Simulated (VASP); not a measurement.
Tm: single point with PBEsol

The system is Tm.

```xyz
1
Lattice="0.0000 2.4680 2.4680 2.4680 0.0000 2.4680 2.4680 2.4680 0.0000" Properties=species:S:1:pos:R:3 pbc="T T T"
Tm    0.0000    0.0000    0.0000
```

This isn't the form of Tm at room conditions, which is hcp.

```json
{"Program": "VASP 6.6.1", "Task": "single point", "Functional": "PBEsol", "Potentials or basis": "VASP PAW PBE potentials, release 64 (Tm)", "Cutoff": "520 eV", "k mesh": "14 × 14 × 14", "Occupations": "fermi-dirac, width 0.05 eV", "Spin": "collinear spin, ferromagnetic start", "Starting moments": "[2.0] μB"}
```

| Item | Value |
| --- | --- |
| Pressure | 0.9 GPa |
| Net moment | 1.04 μB per cell |
| Site moments | Tm +1.18 μB |
| Valence electrons inside the program's atomic spheres | Tm 21.07 |

Levels at points of the mesh, in eV from the Fermi level:
Spin up:
```
           k point  band 10  band 11  band 12  band 13  band 14  band 15
(0.00, 0.00, 0.00)    -0.89    -0.89    -0.89     2.96     2.96     2.96
(0.50, 0.00, 0.00)    -1.02    -1.02    -0.89     1.13     2.70     2.70
(0.50, 0.50, 0.00)    -1.02    -1.01    -1.01    -0.20     2.80     7.37
```
Spin down:
```csv
k point,band 10,band 11,band 12,band 13,band 14,band 15
"(0.00, 0.00, 0.00)",-0.14,-0.14,-0.14,2.88,2.88,2.88
"(0.50, 0.00, 0.00)",-0.03,-0.01,-0.01,1.06,2.64,2.64
"(0.50, 0.50, 0.00)",-0.12,-0.03,-0.03,0.09,2.65,7.47
```

It took 2.3 min on 1 thread of Intel(R) Xeon(R) 6975P-C (Granite Rapids) (shared host), peak memory 0.26 GiB.

Caveat: the magnetic or orbital state may not be the lowest; the PAW data sets were made with another functional, which shifts forces and pressure a little; spin-orbit coupling is left out, which moves the levels of the heavy elements; semilocal functionals describe open f shells poorly, which spoils levels, moments and volumes. The state reached can hang on the start; a lower one may exist.
